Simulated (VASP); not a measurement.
# ZrC (Fm-3m) in VASP: notebook

Runs on ZrC. Level: r2SCAN. Tasks: single point.

Everything below comes from runs of VASP 6.6.1. Logs are shortened: lines on timing, memory, paths and dates and some standing lists are left out, and cuts for length are marked.

### 1 The cell of the first run

Symmetry: Fm-3m, No. 225, cubic system. The conventional cell has a = 4.712 Å, b = 4.712 Å, c = 4.712 Å, α = 90.00°, β = 90.00°, γ = 90.00°. Within 3.1 Å of Zr (site symmetry m-3m) lie 6 C at 2.36 Å. C (site symmetry m-3m) has 6 Zr at 2.36 Å within 3.1 Å.

### 2 Single point, r2SCAN

POSCAR reads:

```
ZrC
1.0
    0.0000000000      2.3557581822      2.3557581822
    2.3557581822      0.0000000000      2.3557581822
    2.3557581822      2.3557581822      0.0000000000
Zr C
1 1
Direct
    0.5000000000      0.5000000000      0.5000000000
    0.0000000000      0.0000000000      0.0000000000
```

INCAR.step1 reads:

```
SYSTEM = ZrC
PREC     = Accurate       ! precision mode
ENCUT    = 520            ! plane-wave cutoff, eV
ISMEAR   = 0              ! smearing method
SIGMA    = 0.1            ! smearing width, eV
LREAL    = .False.        ! projectors in reciprocal space
LASPH    = .True.         ! aspherical terms in the spheres
NELM     = 80             ! most SCF steps
NBANDS   = 15             ! bands
GGA      = PE             ! functional
ALGO     = Normal         ! electronic algorithm
EDIFF    = 1E-4           ! SCF threshold, eV
LWAVE    = .True.         ! write WAVECAR
LCHARG   = .False.        ! write CHGCAR
```

INCAR.step2 reads:

```
SYSTEM = ZrC
PREC     = Accurate       ! precision mode
ENCUT    = 520            ! plane-wave cutoff, eV
EDIFF    = 1E-7           ! SCF threshold, eV
ISMEAR   = 0              ! smearing method
SIGMA    = 0.1            ! smearing width, eV
LREAL    = .False.        ! projectors in reciprocal space
LASPH    = .True.         ! aspherical terms in the spheres
NELM     = 80             ! most SCF steps
ALGO     = Normal         ! electronic algorithm
ISIF     = 2              ! what is computed and relaxed
LWAVE    = .False.        ! write WAVECAR
LCHARG   = .False.        ! write CHGCAR
METAGGA  = R2SCAN         ! meta-GGA
LMIXTAU  = .True.       
NBANDS   = 15             ! bands
ISTART   = 1
```

KPOINTS reads:

```
Automatic mesh
0
Gamma
  16 16 16
  0 0 0
```

Potentials or basis: VASP PAW PBE potentials, release 64 (Zr_sv, C).

On the command line:

```console
$ cat potpaw_PBE.64/Zr_sv/POTCAR potpaw_PBE.64/C/POTCAR > POTCAR
$ cp INCAR.step1 INCAR
$ mpirun -np 1 vasp_std > vasp.out
$ cp INCAR.step2 INCAR
$ mpirun -np 1 vasp_std > vasp.out
```

OUTCAR:

```text
SYSTEM = ZrC
   PREC = Accurate
   ENCUT = 520
   EDIFF = 1E-7
   ISMEAR = 0
   LREAL = .False.
   LASPH = .True.
   NELM = 80
   ISIF = 2
   METAGGA = R2SCAN
   ISTART = 1

 ion  position               nearest neighbor table
   1  0.500  0.500  0.500-   2 2.36   2 2.36   2 2.36   2 2.36   2 2.36   2 2.36
   2  0.000  0.000  0.000-   1 2.36   1 2.36   1 2.36   1 2.36   1 2.36   1 2.36

  LATTYP: Found a face centered cubic cell.
 ALAT       =     4.7115163644

  Lattice vectors:

 A1 = (   0.0000000000,   2.3557581822,   2.3557581822)
 A2 = (   2.3557581822,   0.0000000000,   2.3557581822)
 A3 = (   2.3557581822,   2.3557581822,   0.0000000000)

Analysis of symmetry for initial positions (statically):
=====================================================================
 Subroutine PRICEL returns:
 Original cell was already a primitive cell.

 Routine SETGRP: Setting up the symmetry group for a
 face centered cubic supercell.

 Subroutine GETGRP returns: Found 48 space group operations
 (whereof 48 operations were pure point group operations)
 out of a pool of 48 trial point group operations.

The static configuration has the point symmetry O_h .

Analysis of symmetry for dynamics (positions and initial velocities):
=====================================================================
 Subroutine PRICEL returns:
 Original cell was already a primitive cell.

 Routine SETGRP: Setting up the symmetry group for a
 face centered cubic supercell.

 Subroutine GETGRP returns: Found 48 space group operations
 (whereof 48 operations were pure point group operations)
 out of a pool of 48 trial point group operations.

The dynamic configuration has the point symmetry O_h .

 Subroutine INISYM returns: Found 48 space group operations
 (whereof 48 operations are pure point group operations),
 and found     1 'primitive' translations

----------------------------------------------------------------------------------------

                                     Primitive cell

  volume of cell :      26.1470

  direct lattice vectors                    reciprocal lattice vectors
     0.000000000  2.355758182  2.355758182    -0.212245893  0.212245893  0.212245893
     2.355758182  0.000000000  2.355758182     0.212245893 -0.212245893  0.212245893
     2.355758182  2.355758182  0.000000000     0.212245893  0.212245893 -0.212245893

  length of vectors
     3.331545171  3.331545171  3.331545171     0.367620671  0.367620671  0.367620671

  position of ions in fractional coordinates (direct lattice)
     0.500000000  0.500000000  0.500000000
     0.000000000  0.000000000  0.000000000

  ion indices of the primitive-cell ions
   primitive index   ion index
                 1           1
                 2           2

----------------------------------------------------------------------------------------

 KPOINTS: Automatic mesh

Automatic generation of k-mesh.
 Grid dimensions read from file:
 generate k-points for:   16   16   16

 Generating k-lattice:

  Cartesian coordinates                     Fractional coordinates (reciprocal lattice)
    -0.013265368  0.013265368  0.013265368     0.062500000  0.000000000  0.000000000
     0.013265368 -0.013265368  0.013265368     0.000000000  0.062500000  0.000000000
     0.013265368  0.013265368 -0.013265368     0.000000000  0.000000000  0.062500000

  Length of vectors
     0.022976292  0.022976292  0.022976292

  Shift w.r.t. Gamma in fractional coordinates (k-lattice)
     0.000000000  0.000000000  0.000000000

 Subroutine IBZKPT returns following result:
 ===========================================

 Found    145 irreducible k-points:

 Following reciprocal coordinates:
            Coordinates               Weight
  0.000000  0.000000  0.000000      1.000000
  0.062500  0.000000  0.000000      8.000000
  0.125000  0.000000  0.000000      8.000000
  0.187500  0.000000  0.000000      8.000000
  0.250000  0.000000  0.000000      8.000000
  0.312500  0.000000  0.000000      8.000000
[... 16 lines left out ...]
 -0.125000  0.062500  0.000000     24.000000
 -0.062500  0.062500  0.000000     12.000000
 [... further k-points ...]
   k-points           NKPTS =    145   k-points in BZ     NKDIM =    145   number of bands    NBANDS=     15
   number of dos      NEDOS =    301   number of ions     NIONS =      2
   total plane-waves  NPLWV =  21952
   dimension x,y,z NGX =    28 NGY =   28 NGZ =   28
   dimension x,y,z NGXF=    56 NGYF=   56 NGZF=   56
   ions per type =               1   1
   NGX,Y,Z   is equivalent  to a cutoff of  13.97, 13.97, 13.97 a.u.
   NGXF,Y,Z  is equivalent  to a cutoff of  27.94, 27.94, 27.94 a.u.
 SYSTEM =  ZrC
   PREC   = accura    normal or accurate (medium, high low for compatibility)
   ISTART =      1    job   : 0-new  1-cont  2-samecut
   ICHARG =      0    charge: 1-file 2-atom 10-const
   ISPIN  =      1    spin polarized calculation?
   LNONCOLLINEAR =      F non collinear calculations
   LSORBIT =      F    spin-orbit coupling
   LASPH  =      T    aspherical Exc in radial PAW
   ENCUT  =  520.0 eV  38.22 Ry    6.18 a.u.   6.19  6.19  6.19*2*pi/ulx,y,z
   NELM   =     80;   NELMIN=  2; NELMDL=  0     # of ELM steps
   EDIFF  = 0.1E-06   stopping-criterion for ELM
   LREAL  =      F    real-space projection
   EDIFFG = 0.1E-05   stopping-criterion for IOM
   NSW    =      0    number of steps for IOM
   IBRION =     -1    ionic relax: 0-MD 1-quasi-New 2-CG
   NFREE  =      0    steps in history (QN), initial steepest desc. (CG)
   ISIF   =      2    stress and relaxation
   ISYM   =      2    0-nonsym 1-usesym 2-fastsym
   POTIM  = 0.5000    time-step for ionic-motion
   TEBEG  =    0.0;   TEEND  =   0.0 temperature during run
   PSTRESS=    0.0 pullay stress
   NELECT =      16.0000    total number of electrons
   NUPDOWN=      -1.0000    fix difference up-down
   EMIN   =  10.00;   EMAX   =-10.00  energy-range for DOS
   EFERMI =   0.00;   METHOD = LEGACY
   ISMEAR =     0;   SIGMA  =   0.10  broadening in eV -4-tet -1-fermi 0-gaus
   EFERMI_NEDOS =   21; number of points for ismear=-14 and -15
   IALGO  =     38    algorithm
   IMIX   =      4    mixing-type and parameters
     AMIX     =   0.40;   BMIX     =  1.00
     AMIX_MAG =   1.60;   BMIX_MAG =  1.00
  volume/ion in A,a.u.               =      13.07        88.22
  Fermi-wavevector in a.u.,A,eV,Ry     =   1.389870  2.626473 26.282892  1.931738
  Thomas-Fermi vector in A             =   2.513859
   LORBIT       =      0    0 simple, 1 ext, 2 COOP (PROOUT), +10 PAW based schemes
   METAGGA = R2SCAN    functional components
   LHFCALC =     F    Hartree Fock is set to
   AEXX    =    0.0000 exact exchange contribution
   IVDW    =     0    specifies the selected vdW correction
   LEPSILON=     F    determine dielectric tensor
   LRPA    =     F    only Hartree local field effects (RPA)
 non-spin polarized calculation
 Gauss-broadening in eV      SIGMA  =   0.10
  energy-cutoff  :      520.00
  volume of cell :       26.15
 maximum number of plane-waves:       725
 NGX is ok and might be reduce to    28
   NGX = 13   NGY = 13   NGZ = 13

 number of electron      16.0000000 magnetization

 Free energy of the ion-electron system (eV)
  ---------------------------------------------------
  ext. energy  EPLUGINS =         0.00000000
  ---------------------------------------------------
  free energy    TOTEN  =       -34.72488000 eV

  energy without entropy =      -34.72313011  energy(sigma->0) =      -34.72400506

 E-fermi :   9.5716     XC(G=0): -12.9041

 val. band max:        9.5647485082   @ k =   0.5000   0.5000   0.0000
 cond. band min:       9.5828417250   @ k =  -0.0625   0.0625   0.0000
 fundamental gap:      0.0180932169
 Fermi energy:         9.5715960769

 k-point     1 :       0.0000    0.0000    0.0000
  band No.  band energies     occupation
      1     -40.2858      2.00000
      2     -17.2923      2.00000
      3     -17.2923      2.00000
      4     -17.2923      2.00000
      5      -2.4457      2.00000
      6      10.4888      0.00000
      7      10.4888      0.00000
      8      10.4888      0.00000
      9      10.8785      0.00000
     10      10.8785      0.00000
     11      10.8785      0.00000
     12      12.5108      0.00000
     13      12.5108      0.00000
     14      17.4313      0.00000
     15      20.6848      0.00000

 k-point     2 :       0.0625    0.0000    0.0000
  band No.  band energies     occupation
      1     -40.2819      2.00000
      2     -17.3278      2.00000
      3     -17.2952      2.00000
      4     -17.2952      2.00000
      5      -2.3551      2.00000
      6       9.7960      0.00151
      7       9.9575      0.00000
      8       9.9575      0.00000
      9      11.0724      0.00000
     10      11.0724      0.00000
     11      11.3621      0.00000
     12      13.0394      0.00000
     13      13.0394      0.00000
     14      17.6357      0.00000
     15      20.9322      0.00000

 k-point     3 :       0.1250    0.0000    0.0000
  band No.  band energies     occupation
      1     -40.2708      2.00000
      2     -17.4277      2.00000
      3     -17.3034      2.00000
      4     -17.3034      2.00000
      5      -2.0925      2.00000
      6       8.8056      2.00000
      7       9.1426      2.00000
      8       9.1426      2.00000
      9      11.3736      0.00000
     10      11.3736      0.00000
     11      11.8128      0.00000
     12      14.1166      0.00000
     13      14.1166      0.00000
     14      18.1673      0.00000
     15      21.6092      0.00000

 k-point     4 :       0.1875    0.0000    0.0000
  band No.  band energies     occupation
      1     -40.2541      2.00000
      2     -17.5737      2.00000
      3     -17.3158      2.00000
      4     -17.3158      2.00000
      5      -1.6840      2.00000
      6       7.7592      2.00000
      7       8.3700      2.00000
      8       8.3700      2.00000
      9      11.8076      0.00000
     10      11.8076      0.00000
     11      12.1858      0.00000
     12      15.3585      0.00000
     13      15.3585      0.00000
     14      18.8166      0.00000
     15      22.5078      0.00000
[... 307 lines left out ...]
 k-point    22 :      -0.1875    0.0625    0.0000
  band No.  band energies     occupation
      1     -40.2449      2.00000
      2     -17.6341      2.00000
      3     -17.3547      2.00000
      4     -17.3086      2.00000
      5      -1.4677      2.00000
      6       7.2569      2.00000
      7       7.9013      2.00000
      8       8.3172      2.00000
      9      11.7123      0.00000
     10      12.1713      0.00000
     11      12.7313      0.00000
     12      15.0616      0.00000
     13      16.5102      0.00000
     14      19.1712      0.00000
     15      22.9379      0.00000

 k-point    23 :      -0.1250    0.0625    0.0000
  band No.  band energies     occupation
      1     -40.2627      2.00000
      2     -17.4853      2.00000
      3     -17.3351      2.00000
      4     -17.2981      2.00000
      5      -1.9029      2.00000
      6       8.2300      2.00000
      7       8.5833      2.00000
      8       8.9735      2.00000
      9      11.2821      0.00000
     10      11.8969      0.00000
     11      12.1908      0.00000
     12      13.9446      0.00000
     13      15.2406      0.00000
     14      18.5626      0.00000
     15      22.0773      0.00000

 k-point    24 :      -0.0625    0.0625    0.0000
  band No.  band energies     occupation
      1     -40.2756      2.00000
      2     -17.3767      2.00000
      3     -17.3143      2.00000
      4     -17.2934      2.00000
      5      -2.2089      2.00000
      6       9.1545      2.00000
      7       9.3384      1.99902
      8       9.5828      0.87364
      9      11.0253      0.00000
     10      11.6263      0.00000
     11      11.6637      0.00000
     12      13.1603      0.00000
     13      14.0435      0.00000
     14      17.9639      0.00000
     15      21.3227      0.00000

 [... further k-points ...]

------------------------ aborting loop because EDIFF is reached ----------------------------------------

  FORCE on cell =-STRESS in cart. coord.  units (eV):
  Direction    XX          YY          ZZ          XY          YZ          ZX
  --------------------------------------------------------------------------------------
  -------------------------------------------------------------------------------------
  Total        0.0347768      0.0347768      0.0347768     -0.0000000      0.0000000     -0.0000000
  in kB        2.1309729      2.1309729      2.1309729     -0.0000000      0.0000000     -0.0000000
  external PRESSURE =       2.1309729 kB  Pullay stress =       0.0000000 kB

 VOLUME and BASIS-vectors are now :
 -----------------------------------------------------------------------------
  energy-cutoff  :      520.00
  volume of cell :       26.15
      direct lattice vectors                 reciprocal lattice vectors
     0.000000000  2.355758182  2.355758182    -0.212245893  0.212245893  0.212245893
     2.355758182  0.000000000  2.355758182     0.212245893 -0.212245893  0.212245893
     2.355758182  2.355758182  0.000000000     0.212245893  0.212245893 -0.212245893

 POSITION                                       TOTAL-FORCE (eV/Angst)
 -----------------------------------------------------------------------------------
      2.35576      2.35576      2.35576        -0.000000     -0.000000     -0.000000
      0.00000      0.00000      0.00000         0.000000      0.000000      0.000000
 -----------------------------------------------------------------------------------
    total drift:                                0.000000      0.000000      0.000000

  FREE ENERGIE OF THE ION-ELECTRON SYSTEM (eV)
  ---------------------------------------------------
  free  energy   TOTEN  =       -34.7248799993 eV

  energy  without entropy=      -34.7231301136  energy(sigma->0) =      -34.72400506
```

Run time: 2.4 min. Hardware: 1 thread of Intel Xeon 6975P-C (Granite Rapids), shared host; peak memory 0.2 GiB.

Results:

| Property | Result |
| --- | --- |
| Free energy | -34.7249 eV |
| Pressure | 0.2 GPa |
| Band gap on the k mesh | zero (band 8 reaches 10.49 eV, above the bottom of band 9 at 9.16 eV) |

Caveat: the PAW data sets were made with another functional, which shifts forces and pressure a little.

(Continued in part 2 of 2.)
